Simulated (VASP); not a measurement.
Wanted: the native input for a VASP 6.6.1 run.

- Task: single point
- Functional: PBE
- Potentials or basis: VASP PAW PBE potentials, release 64 (K_sv, Br)
- Cutoff: 500 eV
- k mesh: 4 × 4 × 4
- Occupations: fermi-dirac, width 0.5 eV
- Spin: no spin polarisation
- Dipole correction: no
- Further INCAR settings: ALGO = Normal; EDIFF = 1e-06; NBANDS = 15

The structure of KBr lies in POSCAR:

```
KBr
1.0
    0.0000000000      3.3022478341      3.3022478341
    3.3022478341      0.0000000000      3.3022478341
    3.3022478341      3.3022478341      0.0000000000
K Br
1 1
Direct
    0.0000000000      0.0000000000      0.0000000000
    0.5000000000      0.5000000000      0.5000000000
```

These files were run (other wordings do the same):

INCAR

```
PREC = Accurate
ENCUT = 500
EDIFF = 1E-6
ISMEAR = -1
SIGMA = 0.5
LREAL = False
LASPH = True
NELM = 120
ALGO = Normal
ISIF = 2
LWAVE = False
LCHARG = True
GGA = PE
LELF = True
LVHAR = True
NBANDS = 15
GGA_COMPAT = False
```

KPOINTS

```
Automatic mesh
0
Gamma
  4 4 4
```

Potentials or basis: VASP PAW PBE potentials, release 64 (K_sv, Br).

Launch:

```bash
$ cat potpaw_PBE.64/K_sv/POTCAR potpaw_PBE.64/Br/POTCAR > POTCAR
$ mpirun -np 1 vasp_std > vasp.out
```

Results of the run:

```
Pressure               : 0.8 GPa
Band gap on the k mesh : 4.43 eV, direct
```

Run time: 34 s on 1 thread of AMD EPYC 7R13, on a shared host, peak memory 0.17 GiB.
